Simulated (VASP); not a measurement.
A run of VASP 6.6.1 is set up as follows.

The input INCAR:

```
SYSTEM = NaHF2
ALGO = Normal ; EDIFF = 1E-6
EDIFFG = -0.005 ; ENCUT = 600
GGA = PS ; IBRION = 2
ISIF = 3 ; ISMEAR = 0
LASPH = .True. ; LCHARG = .False.
LREAL = .False. ; LWAVE = .False.
NELM = 100 ; NSW = 70
PREC = Accurate ; SIGMA = 0.02
```

The input KPOINTS:

```
k-points
0
Gamma
  9 9 9
  0 0 0
```

File POSCAR:

```
NaHF2
1.0
    1.7367649141      1.0027216907      4.6088801875
   -1.7367649141      1.0027216907      4.6088801875
    0.0000000000     -2.0054433813      4.6088801875
Na H F
1 1 2
Direct
    0.0000000000      0.0000000000      0.0000000000
    0.5000000000      0.5000000000      0.5000000000
    0.4172854821      0.4172854821      0.4172854821
    0.5827145179      0.5827145179      0.5827145179
```

Potentials or basis: VASP PAW PBE potentials, release 64 (Na_pv, H, F).

Run with:

```bash
$ cat potpaw_PBE.64/Na_pv/POTCAR potpaw_PBE.64/H/POTCAR potpaw_PBE.64/F/POTCAR > POTCAR
$ mpirun -np 1 vasp_std > vasp.out
```

Task: Predict the space group after relaxing (to 0.05 Å).

Result: R-3m (No. 166).

Task: Predict the relaxed cell.

Result: a = 5.002 Å, b = 5.002 Å, c = 5.002 Å, α = 40.47°, β = 40.47°, γ = 40.47°.

Task: Predict the band gap on the k mesh.

Result: 6.91 eV, indirect (least direct gap 7.09 eV).

Task: What does it give for the relaxed volume?

Result: 11.89 Å³/atom.

Forces in eV/Å, atoms in the order of the input:
```
Na   0.000  0.000  0.000
H    0.000  0.000  0.000
F    0.000  0.000 -0.003
F    0.000  0.000  0.003
```

Caveat: the PAW data sets were made with another functional, which shifts forces and pressure a little. A k mesh can miss the band edges.
